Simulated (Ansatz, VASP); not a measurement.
## Two plane-wave programs on InP

```xyz
2
Lattice="0.0000 2.8622 2.8622 2.8622 0.0000 2.8622 2.8622 2.8622 0.0000" Properties=species:S:1:pos:R:3 pbc="T T T"
In    0.0000    0.0000    0.0000
P     1.4311    1.4311    1.4311
```

Alike in both runs: task single point; functional r2SCAN; k mesh 8 × 8 × 8; occupations gaussian, width 0.02 eV; no spin polarisation.

|  | VASP | Ansatz |
| --- | --- | --- |
| version | VASP 6.6.1 | Ansatz 0.2.0 |
| potentials or method | VASP PAW PBE potentials, release 64 (In_d, P), cutoff 520 eV | scalar-relativistic, plane waves, PAW |
| valence electrons in the cell | 18 | 18 |

Ansatz gave:

| Item | Value |
| --- | --- |
| gap on the k mesh at the Fermi level (eV) | 1.57 |
| least direct gap on the mesh (eV) | 1.57 |
| pressure (GPa) | 8.0 |

Q: Estimate VASP's values.

A: gap on the k mesh at the Fermi level (eV): 1.58; least direct gap on the mesh (eV): 1.58; pressure (GPa): 7.8.

VASP's potentials were made for PBE, not for r2SCAN.
